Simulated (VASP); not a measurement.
Y2AsN:

```
CELL_PARAMETERS angstrom
4.12334 0.00000 0.00000
0.00000 4.12334 0.00000
0.00000 0.00000 5.83129
ATOMIC_POSITIONS crystal
N 0.00000 0.00000 0.00000
Y 0.00000 0.00000 0.50000
Y 0.50000 0.50000 0.00000
As 0.50000 0.50000 0.50000
```

| Quantity | Value |
| --- | --- |
| Program | VASP 6.6.1 |
| Task | relaxation of cell and atoms |
| Functional | PBE |
| Potentials or basis | VASP PAW PBE potentials, release 64 (N, Y_sv, As) |
| Cutoff | 600 eV |
| k mesh | 6 × 6 × 4 |
| Occupations | fermi-dirac, width 0.02 eV |
| Spin | no spin polarisation |

At the start: pressure -13.4 GPa; volume 24.79 Å³/atom.

**Question.** How do energy, volume and symmetry change on relaxing?

**Answer.** Over 8 steps the energy falls by 234.3 meV/atom and the volume is 20.09 Å³/atom (-19.0 %); space group P4/mmm (No. 123, to 0.05 Å).

The path:
```csv
step,energy change (eV),largest force (eV/Å),pressure (GPa),volume (Å³)
1,0.0000,0.0000,-13.38,99.14
2,-0.6454,0.0000,12.65,72.31
3,-0.9362,0.0000,-0.12,80.45
4,-0.9360,0.0000,0.32,80.10
5,-0.9369,0.0000,-0.24,80.54
6,-0.9370,0.0000,-0.12,80.45
7,-0.9370,0.0000,0.03,80.32
8,-0.9371,0.0000,0.00,80.34
```

Final structure:
```yaml
crystal:
  lattice:
    - [3.83569, 0.00000, 0.00000]
    - [0.00000, 3.83569, 0.00000]
    - [0.00000, 0.00000, 5.46095]
  atoms:
    - { symbol: N, position: [0.00000, 0.00000, 0.00000] }
    - { symbol: Y, position: [0.00000, 0.00000, 0.50000] }
    - { symbol: Y, position: [0.50000, 0.50000, 0.00000] }
    - { symbol: As, position: [0.50000, 0.50000, 0.50000] }
```

Caveat: the volume moved by over 15 % at a fixed basis, so the end points are rough.
